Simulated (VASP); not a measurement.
# KF (I4/mmm) in VASP: single point with PBE

Aim: the single point of KF with PBE.

Everything below comes from runs of VASP 6.6.1. Logs are shortened: lines on timing, memory, paths and dates and some standing lists are left out, and cuts for length are marked.

## (1) The cell of the first run

Symmetry: I4/mmm, No. 139, tetragonal system. The conventional cell has a = 3.739 Å, b = 3.739 Å, c = 13.957 Å, α = 90.00°, β = 90.00°, γ = 90.00°. K (site symmetry 4mm) has 5 F at 2.64 to 2.65 Å within 3.5 Å. Within 3.5 Å of F (site symmetry 4mm) lie 5 K at 2.64 to 2.65 Å.

The cell was built from a structure type or drawn by symmetry, and may not be a known phase.

## (2) Single point, PBE

INCAR

```
SYSTEM = KF
PREC = Accurate
ENCUT = 520
EDIFF = 1E-6
ISMEAR = 0
SIGMA = 0.15
LREAL = .FALSE.
LASPH = .TRUE.
NELM = 100
ALGO = Normal
ISIF = 2
LWAVE = .FALSE.
LCHARG = .FALSE.
GGA = PE
NBANDS = 24
```

KPOINTS

```
Automatic mesh
0
G
  5 5 5
  0 0 0
```

POSCAR

```
KF
1.0
   -1.8692776097      1.8692776097      6.9787446146
    1.8692776097     -1.8692776097      6.9787446146
    1.8692776097      1.8692776097     -6.9787446146
K F
2 2
Direct
    0.1535455842      0.1535455842      0.0000000000
    0.8464544158      0.8464544158      0.0000000000
    0.3431148639      0.3431148639      0.0000000000
    0.6568851361      0.6568851361      0.0000000000
```

Potentials or basis: VASP PAW PBE potentials, release 64 (K_sv, F).

Started as:

```
$ cat potpaw_PBE.64/K_sv/POTCAR potpaw_PBE.64/F/POTCAR > POTCAR
$ mpirun -np 1 vasp_std > vasp.out
```

OUTCAR:

```text
SYSTEM = KF
   PREC = Accurate
   ENCUT = 520
   EDIFF = 1E-6
   ISMEAR = 0
   LREAL = .FALSE.
   LASPH = .TRUE.
   NELM = 100
   ISIF = 2
   GGA = PE

 ion  position               nearest neighbor table
   1  0.154  0.154  0.000-   4 2.64   4 2.64   4 2.64   4 2.64   3 2.65   2 3.77   2 3.77   2 3.77
                             2 3.77
   2  0.846  0.846  0.000-   3 2.64   3 2.64   3 2.64   3 2.64   4 2.65   1 3.77   1 3.77   1 3.77
                             1 3.77
   3  0.343  0.343  0.000-   2 2.64   2 2.64   2 2.64   2 2.64   1 2.65
   4  0.657  0.657  0.000-   1 2.64   1 2.64   1 2.64   1 2.64   2 2.65

  LATTYP: Found a body centered tetragonal cell.
 ALAT       =     3.7385552194
 C/A-ratio  =     3.7333912194

  Lattice vectors:

 A1 = (  -1.8692776097,   1.8692776097,   6.9787446146)
 A2 = (   1.8692776097,  -1.8692776097,   6.9787446146)
 A3 = (   1.8692776097,   1.8692776097,  -6.9787446146)

Analysis of symmetry for initial positions (statically):
=====================================================================
 Subroutine PRICEL returns:
 Original cell was already a primitive cell.

 Routine SETGRP: Setting up the symmetry group for a
 body centered tetragonal supercell.

 Subroutine GETGRP returns: Found 16 space group operations
 (whereof 16 operations were pure point group operations)
 out of a pool of 16 trial point group operations.

The static configuration has the point symmetry D_4h.

Analysis of symmetry for dynamics (positions and initial velocities):
=====================================================================
 Subroutine PRICEL returns:
 Original cell was already a primitive cell.

 Routine SETGRP: Setting up the symmetry group for a
 body centered tetragonal supercell.

 Subroutine GETGRP returns: Found 16 space group operations
 (whereof 16 operations were pure point group operations)
 out of a pool of 16 trial point group operations.

The dynamic configuration has the point symmetry D_4h.

 Subroutine INISYM returns: Found 16 space group operations
 (whereof 16 operations are pure point group operations),
 and found     1 'primitive' translations

----------------------------------------------------------------------------------------

                                     Primitive cell

  volume of cell :      97.5405

  direct lattice vectors                    reciprocal lattice vectors
    -1.869277610  1.869277610  6.978744615     0.000000000  0.267483009  0.071646124
     1.869277610 -1.869277610  6.978744615     0.267483009  0.000000000  0.071646124
     1.869277610  1.869277610 -6.978744615     0.267483009  0.267483009  0.000000000

  length of vectors
     7.462658639  7.462658639  7.462658639     0.276912129  0.276912129  0.378278099

  position of ions in fractional coordinates (direct lattice)
     0.153545584  0.153545584  0.000000000
     0.846454416  0.846454416  0.000000000
     0.343114864  0.343114864  0.000000000
     0.656885136  0.656885136  0.000000000

  ion indices of the primitive-cell ions
   primitive index   ion index
                 1           1
                 2           2
                 3           3
                 4           4

----------------------------------------------------------------------------------------

 KPOINTS: Automatic mesh

Automatic generation of k-mesh.
 Grid dimensions read from file:
 generate k-points for:    5    5    5

 Generating k-lattice:

  Cartesian coordinates                     Fractional coordinates (reciprocal lattice)
     0.000000000  0.053496602  0.014329225     0.200000000  0.000000000  0.000000000
     0.053496602  0.000000000  0.014329225     0.000000000  0.200000000  0.000000000
     0.053496602  0.053496602  0.000000000     0.000000000  0.000000000  0.200000000

  Length of vectors
     0.055382426  0.055382426  0.075655620

  Shift w.r.t. Gamma in fractional coordinates (k-lattice)
     0.000000000  0.000000000  0.000000000

 Subroutine IBZKPT returns following result:
 ===========================================

 Found     18 irreducible k-points:

 Following reciprocal coordinates:
            Coordinates               Weight
  0.000000  0.000000  0.000000      1.000000
  0.200000 -0.000000  0.000000      8.000000
  0.400000 -0.000000  0.000000      8.000000
  0.200000  0.200000  0.000000      8.000000
  0.400000  0.200000  0.000000     16.000000
 -0.400000  0.200000 -0.000000     16.000000
[... 10 lines left out ...]
 -0.400000  0.400000  0.400000      4.000000
 -0.400000 -0.400000  0.400000      2.000000
   k-points           NKPTS =     18   k-points in BZ     NKDIM =     18   number of bands    NBANDS=     24
   number of dos      NEDOS =    301   number of ions     NIONS =      4
   total plane-waves  NPLWV = 175616
   dimension x,y,z NGX =    56 NGY =   56 NGZ =   56
   dimension x,y,z NGXF=   112 NGYF=  112 NGZF=  112
   ions per type =               2   2
   NGX,Y,Z   is equivalent  to a cutoff of  12.48, 12.48, 12.48 a.u.
   NGXF,Y,Z  is equivalent  to a cutoff of  24.95, 24.95, 24.95 a.u.
 SYSTEM =  KF
   PREC   = accura    normal or accurate (medium, high low for compatibility)
   ISTART =      0    job   : 0-new  1-cont  2-samecut
   ICHARG =      2    charge: 1-file 2-atom 10-const
   ISPIN  =      1    spin polarized calculation?
   LNONCOLLINEAR =      F non collinear calculations
   LSORBIT =      F    spin-orbit coupling
   LASPH  =      T    aspherical Exc in radial PAW
   ENCUT  =  520.0 eV  38.22 Ry    6.18 a.u.  13.88 13.88 13.88*2*pi/ulx,y,z
   NELM   =    100;   NELMIN=  2; NELMDL= -5     # of ELM steps
   EDIFF  = 0.1E-05   stopping-criterion for ELM
   LREAL  =      F    real-space projection
   EDIFFG = 0.1E-04   stopping-criterion for IOM
   NSW    =      0    number of steps for IOM
   IBRION =     -1    ionic relax: 0-MD 1-quasi-New 2-CG
   NFREE  =      0    steps in history (QN), initial steepest desc. (CG)
   ISIF   =      2    stress and relaxation
   ISYM   =      2    0-nonsym 1-usesym 2-fastsym
   POTIM  = 0.5000    time-step for ionic-motion
   TEBEG  =    0.0;   TEEND  =   0.0 temperature during run
   PSTRESS=    0.0 pullay stress
   NELECT =      32.0000    total number of electrons
   NUPDOWN=      -1.0000    fix difference up-down
   EMIN   =  10.00;   EMAX   =-10.00  energy-range for DOS
   EFERMI =   0.00;   METHOD = LEGACY
   ISMEAR =     0;   SIGMA  =   0.15  broadening in eV -4-tet -1-fermi 0-gaus
   EFERMI_NEDOS =   21; number of points for ismear=-14 and -15
   IALGO  =     38    algorithm
   IMIX   =      4    mixing-type and parameters
     AMIX     =   0.40;   BMIX     =  1.00
     AMIX_MAG =   1.60;   BMIX_MAG =  1.00
  volume/ion in A,a.u.               =      24.39       164.56
  Fermi-wavevector in a.u.,A,eV,Ry     =   1.129093  2.133677 17.345412  1.274852
  Thomas-Fermi vector in A             =   2.265786
   LORBIT       =      0    0 simple, 1 ext, 2 COOP (PROOUT), +10 PAW based schemes
   GGA     = PE    functional components
   LHFCALC =     F    Hartree Fock is set to
   AEXX    =    0.0000 exact exchange contribution
   IVDW    =     0    specifies the selected vdW correction
   LEPSILON=     F    determine dielectric tensor
   LRPA    =     F    only Hartree local field effects (RPA)
 non-spin polarized calculation
 Gauss-broadening in eV      SIGMA  =   0.15
  energy-cutoff  :      520.00
  volume of cell :       97.54
 maximum number of plane-waves:      2648
   NGX = 27   NGY = 27   NGZ = 27

 number of electron      32.0000000 magnetization

 Free energy of the ion-electron system (eV)
  ---------------------------------------------------
  ext. energy  EPLUGINS =         0.00000000
  ---------------------------------------------------
  free energy    TOTEN  =       -16.26843950 eV

  energy without entropy =      -16.26843950  energy(sigma->0) =      -16.26843950

 E-fermi :  -2.6396     XC(G=0):  -7.1749

 val. band max:       -3.3764446976   @ k =  -0.4000  -0.4000   0.4000
 cond. band min:       1.4924974687   @ k =   0.0000   0.0000   0.0000
 fundamental gap:      4.8689421664
 Fermi energy:        -2.6396192273

 k-point     1 :       0.0000    0.0000    0.0000
  band No.  band energies     occupation
      1     -29.8589      2.00000
      2     -29.7983      2.00000
      3     -22.0305      2.00000
      4     -22.0296      2.00000
      5     -13.5979      2.00000
      6     -13.2695      2.00000
[... 16 lines left out ...]
     23       7.9169      0.00000
     24       8.4589      0.00000

 k-point     2 :       0.2000   -0.0000    0.0000
  band No.  band energies     occupation
      1     -29.8403      2.00000
      2     -29.7911      2.00000
      3     -22.0527      2.00000
      4     -22.0513      2.00000
      5     -13.5540      2.00000
      6     -13.3042      2.00000
[... 16 lines left out ...]
     23       7.6707      0.00000
     24       8.0447      0.00000

 k-point     3 :       0.4000   -0.0000    0.0000
  band No.  band energies     occupation
      1     -29.8041      2.00000
      2     -29.7851      2.00000
      3     -22.0885      2.00000
      4     -22.0868      2.00000
      5     -13.4593      2.00000
      6     -13.3650      2.00000
[... 16 lines left out ...]
     23       7.8817      0.00000
     24       8.3864      0.00000

 k-point     4 :       0.2000    0.2000    0.0000
  band No.  band energies     occupation
      1     -29.8237      2.00000
      2     -29.7846      2.00000
      3     -22.0608      2.00000
      4     -22.0590      2.00000
      5     -13.5093      2.00000
      6     -13.3478      2.00000
[... 16 lines left out ...]
     23       7.3532      0.00000
     24       8.1467      0.00000

 k-point     5 :       0.4000    0.2000    0.0000
  band No.  band energies     occupation
      1     -29.7924      2.00000
      2     -29.7783      2.00000
      3     -22.0737      2.00000
      4     -22.0720      2.00000
      5     -13.4312      2.00000
      6     -13.4048      2.00000
[... 16 lines left out ...]
     23       7.8642      0.00000
     24       8.3960      0.00000

 k-point     6 :      -0.4000    0.2000   -0.0000
  band No.  band energies     occupation
      1     -29.7937      2.00000
      2     -29.7770      2.00000
      3     -22.0735      2.00000
      4     -22.0721      2.00000
      5     -13.4484      2.00000
      6     -13.4010      2.00000
[... 16 lines left out ...]
     23       7.8110      0.00000
     24       8.3458      0.00000
[... 217 lines left out ...]
 k-point    15 :      -0.2000   -0.4000    0.2000
  band No.  band energies     occupation
      1     -29.8389      2.00000
      2     -29.7925      2.00000
      3     -22.0537      2.00000
      4     -22.0506      2.00000
      5     -13.5277      2.00000
      6     -13.3260      2.00000
[... 16 lines left out ...]
     23       7.7867      0.00000
     24       7.9724      0.00000

 k-point    16 :      -0.2000   -0.2000    0.2000
  band No.  band energies     occupation
      1     -29.8580      2.00000
      2     -29.7992      2.00000
      3     -22.0316      2.00000
      4     -22.0289      2.00000
      5     -13.5818      2.00000
      6     -13.2856      2.00000
[... 16 lines left out ...]
     23       7.6954      0.00000
     24       8.5811      0.00000

 k-point    17 :      -0.4000    0.4000    0.4000
  band No.  band energies     occupation
      1     -29.8379      2.00000
      2     -29.7934      2.00000
      3     -22.0541      2.00000
      4     -22.0502      2.00000
      5     -13.5075      2.00000
      6     -13.3441      2.00000
[... 16 lines left out ...]
     23       7.6803      0.00000
     24       8.2275      0.00000

 k-point    18 :      -0.4000   -0.4000    0.4000
  band No.  band energies     occupation
      1     -29.8565      2.00000
      2     -29.8007      2.00000
      3     -22.0326      2.00000
      4     -22.0283      2.00000
      5     -13.5512      2.00000
      6     -13.3162      2.00000
[... 16 lines left out ...]
     23       7.4778      0.00000
     24       8.7255      0.00000

------------------------ aborting loop because EDIFF is reached ----------------------------------------

  FORCE on cell =-STRESS in cart. coord.  units (eV):
  Direction    XX          YY          ZZ          XY          YZ          ZX
  --------------------------------------------------------------------------------------
  -------------------------------------------------------------------------------------
  Total        0.0473574      0.0473574      0.3701466      0.0000000     -0.0000000      0.0000000
  in kB        0.7778825      0.7778825      6.0799415      0.0000000     -0.0000000      0.0000000
  external PRESSURE =       2.5452355 kB  Pullay stress =       0.0000000 kB

 VOLUME and BASIS-vectors are now :
 -----------------------------------------------------------------------------
  energy-cutoff  :      520.00
  volume of cell :       97.54
      direct lattice vectors                 reciprocal lattice vectors
    -1.869277610  1.869277610  6.978744615     0.000000000  0.267483009  0.071646124
     1.869277610 -1.869277610  6.978744615     0.267483009  0.000000000  0.071646124
     1.869277610  1.869277610 -6.978744615     0.267483009  0.267483009  0.000000000

 POSITION                                       TOTAL-FORCE (eV/Angst)
 -----------------------------------------------------------------------------------
      0.00000      0.00000      2.14311        -0.000000     -0.000000     -0.028397
      0.00000      0.00000     11.81438         0.000000      0.000000      0.028397
      0.00000      0.00000      4.78902        -0.000000     -0.000000      0.017906
      0.00000      0.00000      9.16847         0.000000      0.000000     -0.017906
 -----------------------------------------------------------------------------------
    total drift:                               -0.000000     -0.000000     -0.000000

  FREE ENERGIE OF THE ION-ELECTRON SYSTEM (eV)
  ---------------------------------------------------
  free  energy   TOTEN  =       -16.2684394951 eV

  energy  without entropy=      -16.2684394951  energy(sigma->0) =      -16.26843950
```

It took 3.3 min on 1 thread of Intel Xeon 8259CL, shared host; peak memory 0.39 GiB.

Results:

```yaml
Free_energy: -16.2684 eV
Pressure: 0.3 GPa
Largest_force: 0.028 eV/Å
Band_gap_on_the_k_mesh: 4.87 eV
```

Forces in eV/Å, atoms in the order of the input:
```
K    0.000  0.000 -0.028
K    0.000  0.000  0.028
F    0.000  0.000  0.018
F    0.000  0.000 -0.018
```

Stress tensor (GPa, compression positive):
```
0.08 0.00 0.00
0.00 0.08 0.00
0.00 0.00 0.61
```

Levels at points of the mesh, in eV from the valence-band top:
```csv
k point,band 14,band 15,band 16,band 17,band 18,band 19
"(0.00, 0.00, 0.00)",-0.04,0.00,0.00,4.87,8.56,8.68
```

Caveat: an odd mesh through Γ misses points on the zone boundary, where band edges can lie.
